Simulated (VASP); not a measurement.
# CuO (P6_3/mmc) in VASP: a series of runs

The runs below take CuO through single point, with LDA+U.

All numbers are computed with VASP 6.6.1; they aren't measurements. Logs are shortened: lines on timing, memory, paths and dates and some standing lists are left out, and cuts for length are marked.

## 1. The cell of the first run

It takes space group P6_3/mmc (No. 194, hexagonal). The conventional cell has a = 3.180 Å, b = 3.180 Å, c = 4.431 Å, α = 90.00°, β = 90.00°, γ = 120.00°. Cu (site symmetry -3m) has 6 O at 2.14 Å and 2 Cu at 2.22 Å within 2.8 Å. O (site symmetry -6m2) has 6 Cu at 2.14 Å within 2.8 Å.

## 2. Single point, LDA+U

Input file INCAR:

```
SYSTEM = CuO
  PREC = Accurate
  ENCUT = 700
  EDIFF = 1E-6
  ISMEAR = -1
  SIGMA = 0.05
  LREAL = .False.
  LASPH = .True.
  NELM = 200
  ALGO = Normal
  ISIF = 2
  LWAVE = .False.
  LCHARG = .False.
  LMAXMIX = 4
  LDAU = .True.
  LDAUTYPE = 2
  LDAUL = 2 -1
  LDAUU = 4 0
  LDAUJ = 0 0
  LDAUPRINT = 1
  GGA = CA
  NBANDS = 33
  GGA_COMPAT = .False.
```

Input file KPOINTS:

```
Automatic mesh
0
Gamma
  10 10 6
  0 0 0
```

Input file POSCAR:

```
CuO
1.0
    3.1795331000      0.0000000000      0.0000000000
   -1.5897665500      2.7535564400      0.0000000000
    0.0000000000      0.0000000000      4.4314907300
Cu O
2 2
Direct
    0.0000000000      0.0000000000      0.0000000000
    0.0000000000      0.0000000000      0.5000000000
    0.3333333333      0.6666666667      0.2500000000
    0.6666666667      0.3333333333      0.7500000000
```

Potentials or basis: VASP PAW LDA potentials, release 64 (Cu_sv_GW, O).

Launch:

```console
$ cat potpaw_LDA.64/Cu_sv_GW/POTCAR potpaw_LDA.64/O/POTCAR > POTCAR
$ mpirun -np 1 vasp_std > vasp.out
```

OUTCAR:

```text
SYSTEM = CuO
   PREC = Accurate
   ENCUT = 700
   EDIFF = 1E-6
   ISMEAR = -1
   LREAL = .False.
   LASPH = .True.
   NELM = 200
   ISIF = 2
   GGA = CA

 ion  position               nearest neighbor table
   1  0.000  0.000  0.000-   3 2.14   4 2.14   4 2.14   3 2.14   4 2.14   3 2.14   2 2.22   2 2.22

   2  0.000  0.000  0.500-   3 2.14   4 2.14   4 2.14   3 2.14   4 2.14   3 2.14   1 2.22   1 2.22

   3  0.333  0.667  0.250-   1 2.14   2 2.14   1 2.14   2 2.14   1 2.14   2 2.14
   4  0.667  0.333  0.750-   1 2.14   2 2.14   1 2.14   2 2.14   1 2.14   2 2.14

  LATTYP: Found a hexagonal cell.
 ALAT       =     3.1795331000
 C/A-ratio  =     1.3937551806

  Lattice vectors:

 A1 = (   3.1795331000,   0.0000000000,   0.0000000000)
 A2 = (  -1.5897665500,   2.7535564400,   0.0000000000)
 A3 = (   0.0000000000,   0.0000000000,   4.4314907300)

Analysis of symmetry for initial positions (statically):
=====================================================================
 Subroutine PRICEL returns:
 Original cell was already a primitive cell.

 Routine SETGRP: Setting up the symmetry group for a
 hexagonal supercell.

 Subroutine GETGRP returns: Found 24 space group operations
 (whereof 12 operations were pure point group operations)
 out of a pool of 24 trial point group operations.

The static configuration has the point symmetry D_3d.
 The point group associated with its full space group is D_6h.

Analysis of symmetry for dynamics (positions and initial velocities):
=====================================================================
 Subroutine PRICEL returns:
 Original cell was already a primitive cell.

 Routine SETGRP: Setting up the symmetry group for a
 hexagonal supercell.

 Subroutine GETGRP returns: Found 24 space group operations
 (whereof 12 operations were pure point group operations)
 out of a pool of 24 trial point group operations.

The dynamic configuration has the point symmetry D_3d.
 The point group associated with its full space group is D_6h.

 Subroutine INISYM returns: Found 24 space group operations
 (whereof 12 operations are pure point group operations),
 and found     1 'primitive' translations

----------------------------------------------------------------------------------------

                                     Primitive cell

  volume of cell :      38.7978

  direct lattice vectors                    reciprocal lattice vectors
     3.179533100  0.000000000  0.000000000     0.314511587  0.181583349  0.000000000
    -1.589766550  2.753556440  0.000000000     0.000000000  0.363166698  0.000000000
     0.000000000  0.000000000  4.431490730     0.000000000  0.000000000  0.225657699

  length of vectors
     3.179533100  3.179533103  4.431490730     0.363166698  0.363166698  0.225657699

  position of ions in fractional coordinates (direct lattice)
     0.000000000  0.000000000  0.000000000
     0.000000000  0.000000000  0.500000000
     0.333333333  0.666666667  0.250000000
     0.666666667  0.333333333  0.750000000

  ion indices of the primitive-cell ions
   primitive index   ion index
                 1           1
                 2           2
                 3           3
                 4           4

----------------------------------------------------------------------------------------

 KPOINTS: Automatic mesh
[... 99 lines left out ...]
   AEXX    =    0.0000 exact exchange contribution
   IVDW    =     0    specifies the selected vdW correction
   LEPSILON=     F    determine dielectric tensor
   LRPA    =     F    only Hartree local field effects (RPA)
 non-spin polarized calculation
  energy-cutoff  :      700.00
  volume of cell :       38.80
 maximum number of plane-waves:      1651
 NGX is ok and might be reduce to    28
   NGX = 13   NGY = 13   NGZ = 19

atom =   1  type =  1  l = 2

 onsite density matrix

spin component  1

  0.9003  0.0000  0.0000  0.0423  0.0000
  0.0000  0.8941  0.0000 -0.0000  0.0423
  0.0000  0.0000  0.9233  0.0000  0.0000
  0.0423 -0.0000  0.0000  0.8941 -0.0000
  0.0000  0.0423  0.0000 -0.0000  0.9003

spin component  2

  0.9003  0.0000  0.0000  0.0423  0.0000
  0.0000  0.8941  0.0000 -0.0000  0.0423
  0.0000  0.0000  0.9233  0.0000  0.0000
  0.0423 -0.0000  0.0000  0.8941 -0.0000
  0.0000  0.0423  0.0000 -0.0000  0.9003

 occupancies and eigenvectors

  o =  0.8548  v = -0.6810  0.0000  0.0000  0.7323  0.0000  0.0000  0.0000  0.0000  0.0000  0.0000      0.0000  0.0000  0.0000  0.0000  0.0000  0.0000  0.0000  0.0000  0.0000  0.0000
  o =  0.8548  v =  0.0000  0.0000  0.0000  0.0000  0.0000 -0.6810  0.0000  0.0000  0.7323  0.0000      0.0000  0.0000  0.0000  0.0000  0.0000  0.0000  0.0000  0.0000  0.0000  0.0000
  o =  0.8548  v =  0.0000  0.7323  0.0000  0.0000 -0.6810  0.0000  0.0000  0.0000  0.0000  0.0000      0.0000  0.0000  0.0000  0.0000  0.0000  0.0000  0.0000  0.0000  0.0000  0.0000
  o =  0.8548  v =  0.0000  0.0000  0.0000  0.0000  0.0000  0.0000  0.7323  0.0000  0.0000 -0.6810      0.0000  0.0000  0.0000  0.0000  0.0000  0.0000  0.0000  0.0000  0.0000  0.0000
  o =  0.9233  v =  0.0000  0.0000  0.0000  0.0000  0.0000  0.0000 -0.0000  1.0000 -0.0000 -0.0000      0.0000  0.0000  0.0000  0.0000  0.0000  0.0000  0.0000  0.0000  0.0000  0.0000
  o =  0.9233  v =  0.0000 -0.0000  1.0000 -0.0000 -0.0000  0.0000  0.0000  0.0000  0.0000  0.0000      0.0000  0.0000  0.0000  0.0000  0.0000  0.0000  0.0000  0.0000  0.0000  0.0000
  o =  0.9396  v = -0.7323  0.0000 -0.0000 -0.6810 -0.0000  0.0000  0.0000  0.0000  0.0000  0.0000      0.0000  0.0000  0.0000  0.0000  0.0000  0.0000  0.0000  0.0000  0.0000  0.0000
  o =  0.9396  v =  0.0000  0.0000  0.0000  0.0000  0.0000 -0.7323  0.0000 -0.0000 -0.6810 -0.0000      0.0000  0.0000  0.0000  0.0000  0.0000  0.0000  0.0000  0.0000  0.0000  0.0000
  o =  0.9396  v =  0.0000 -0.6810 -0.0000  0.0000 -0.7323  0.0000  0.0000  0.0000  0.0000  0.0000      0.0000  0.0000  0.0000  0.0000  0.0000  0.0000  0.0000  0.0000  0.0000  0.0000
  o =  0.9396  v =  0.0000  0.0000  0.0000  0.0000  0.0000  0.0000 -0.6810 -0.0000  0.0000 -0.7323      0.0000  0.0000  0.0000  0.0000  0.0000  0.0000  0.0000  0.0000  0.0000  0.0000

atom =   2  type =  1  l = 2

 onsite density matrix

spin component  1

  0.9003 -0.0000  0.0000 -0.0423  0.0000
 -0.0000  0.8941 -0.0000 -0.0000 -0.0423
  0.0000 -0.0000  0.9233 -0.0000  0.0000
 -0.0423 -0.0000 -0.0000  0.8941  0.0000
  0.0000 -0.0423  0.0000  0.0000  0.9003

spin component  2

  0.9003 -0.0000  0.0000 -0.0423  0.0000
 -0.0000  0.8941 -0.0000 -0.0000 -0.0423
  0.0000 -0.0000  0.9233 -0.0000  0.0000
 -0.0423 -0.0000 -0.0000  0.8941  0.0000
  0.0000 -0.0423  0.0000  0.0000  0.9003

 occupancies and eigenvectors

  o =  0.8548  v =  0.6810  0.0000 -0.0000  0.7323 -0.0000  0.0000  0.0000  0.0000  0.0000  0.0000      0.0000  0.0000  0.0000  0.0000  0.0000  0.0000  0.0000  0.0000  0.0000  0.0000
  o =  0.8548  v =  0.0000  0.0000  0.0000  0.0000  0.0000  0.6810  0.0000 -0.0000  0.7323 -0.0000      0.0000  0.0000  0.0000  0.0000  0.0000  0.0000  0.0000  0.0000  0.0000  0.0000
  o =  0.8548  v =  0.0000 -0.7323  0.0000 -0.0000 -0.6810  0.0000  0.0000  0.0000  0.0000  0.0000      0.0000  0.0000  0.0000  0.0000  0.0000  0.0000  0.0000  0.0000  0.0000  0.0000
  o =  0.8548  v =  0.0000  0.0000  0.0000  0.0000  0.0000  0.0000 -0.7323  0.0000 -0.0000 -0.6810      0.0000  0.0000  0.0000  0.0000  0.0000  0.0000  0.0000  0.0000  0.0000  0.0000
  o =  0.9233  v =  0.0000  0.0000  0.0000  0.0000  0.0000  0.0000  0.0000  1.0000  0.0000 -0.0000      0.0000  0.0000  0.0000  0.0000  0.0000  0.0000  0.0000  0.0000  0.0000  0.0000
  o =  0.9233  v =  0.0000  0.0000  1.0000  0.0000 -0.0000  0.0000  0.0000  0.0000  0.0000  0.0000      0.0000  0.0000  0.0000  0.0000  0.0000  0.0000  0.0000  0.0000  0.0000  0.0000
  o =  0.9396  v = -0.7323  0.0000 -0.0000  0.6810 -0.0000  0.0000  0.0000  0.0000  0.0000  0.0000      0.0000  0.0000  0.0000  0.0000  0.0000  0.0000  0.0000  0.0000  0.0000  0.0000
  o =  0.9396  v =  0.0000  0.0000  0.0000  0.0000  0.0000 -0.7323  0.0000 -0.0000  0.6810 -0.0000      0.0000  0.0000  0.0000  0.0000  0.0000  0.0000  0.0000  0.0000  0.0000  0.0000
  o =  0.9396  v =  0.0000 -0.6810  0.0000  0.0000  0.7323  0.0000  0.0000  0.0000  0.0000  0.0000      0.0000  0.0000  0.0000  0.0000  0.0000  0.0000  0.0000  0.0000  0.0000  0.0000
  o =  0.9396  v =  0.0000  0.0000  0.0000  0.0000  0.0000  0.0000 -0.6810  0.0000  0.0000  0.7323      0.0000  0.0000  0.0000  0.0000  0.0000  0.0000  0.0000  0.0000  0.0000  0.0000

 number of electron      50.0000005 magnetization

 Free energy of the ion-electron system (eV)
  ---------------------------------------------------
  ext. energy  EPLUGINS =         0.00000000
  ---------------------------------------------------
  free energy    TOTEN  =       -18.46165202 eV

  energy without entropy =      -18.43621208  energy(sigma->0) =      -18.44893205

 E-fermi :   4.8981     XC(G=0): -13.1368

 val. band max:        4.8958484868   @ k =   0.3000   0.0000   0.0000
 cond. band min:       4.9130444255   @ k =   0.1000   0.0000   0.3333
 fundamental gap:      0.0171959386
 Fermi energy:         4.8980772724

 k-point     1 :       0.0000    0.0000    0.0000
  band No.  band energies     occupation
      1    -105.0163      2.00000
      2    -104.9811      2.00000
      3     -63.2351      2.00000
      4     -62.9800      2.00000
      5     -62.9800      2.00000
      6     -62.9513      2.00000
[... 853 lines left out ...]
     32      17.8220      0.00000
     33      18.7978      0.00000

 [... further k-points ...]

------------------------ aborting loop because EDIFF is reached ----------------------------------------

  FORCE on cell =-STRESS in cart. coord.  units (eV):
  Direction    XX          YY          ZZ          XY          YZ          ZX
  --------------------------------------------------------------------------------------
  -------------------------------------------------------------------------------------
  Total       -6.7988536     -6.7988537      3.4748184      0.0000000      0.0000000      0.0000000
  in kB     -280.7624970   -280.7624977    143.4945845      0.0000000      0.0000000      0.0000000
  external PRESSURE =    -139.3434701 kB  Pullay stress =       0.0000000 kB

 VOLUME and BASIS-vectors are now :
 -----------------------------------------------------------------------------
  energy-cutoff  :      700.00
  volume of cell :       38.80
      direct lattice vectors                 reciprocal lattice vectors
     3.179533100  0.000000000  0.000000000     0.314511587  0.181583349  0.000000000
    -1.589766550  2.753556440  0.000000000     0.000000000  0.363166698  0.000000000
     0.000000000  0.000000000  4.431490730     0.000000000  0.000000000  0.225657699

 POSITION                                       TOTAL-FORCE (eV/Angst)
 -----------------------------------------------------------------------------------
      0.00000      0.00000      0.00000         0.000000      0.000000     -0.000000
      0.00000      0.00000      2.21575         0.000000      0.000000     -0.000000
     -0.00000      1.83570      1.10787        -0.000000      0.000000      0.000000
      1.58977      0.91785      3.32362         0.000000     -0.000000      0.000000
 -----------------------------------------------------------------------------------
    total drift:                               -0.000000     -0.000000     -0.000000

  FREE ENERGIE OF THE ION-ELECTRON SYSTEM (eV)
  ---------------------------------------------------
  free  energy   TOTEN  =       -18.4616520246 eV

  energy  without entropy=      -18.4362120807  energy(sigma->0) =      -18.44893205
```

It took 76 s on 1 thread of Intel Xeon 6975P-C (Granite Rapids), shared host; peak memory 0.24 GiB.

What came out:

```yaml
Free_energy: -18.4617 eV
Pressure: -13.9 GPa
Band_gap_on_the_k_mesh: zero (band 25 reaches 5.49 eV, above the bottom of band 26 at 4.35 eV)
```

Stress tensor (GPa, compression positive):
```
-28.08   0.00   0.00
  0.00 -28.08   0.00
  0.00   0.00  14.35
```

Eigenvalues of the final occupation matrices:
| site | spin | trace | eigenvalues |
| --- | --- | --- | --- |
| site 1 d | 1 | 4.51 | 0.85 0.85 0.92 0.94 0.94 |
| site 1 d | 2 | 4.51 | 0.85 0.85 0.92 0.94 0.94 |
| site 2 d | 1 | 4.51 | 0.85 0.85 0.92 0.94 0.94 |
| site 2 d | 2 | 4.51 | 0.85 0.85 0.92 0.94 0.94 |

Caveat: U without spin polarisation on a metal has little footing.

[end of part 1 of 2]
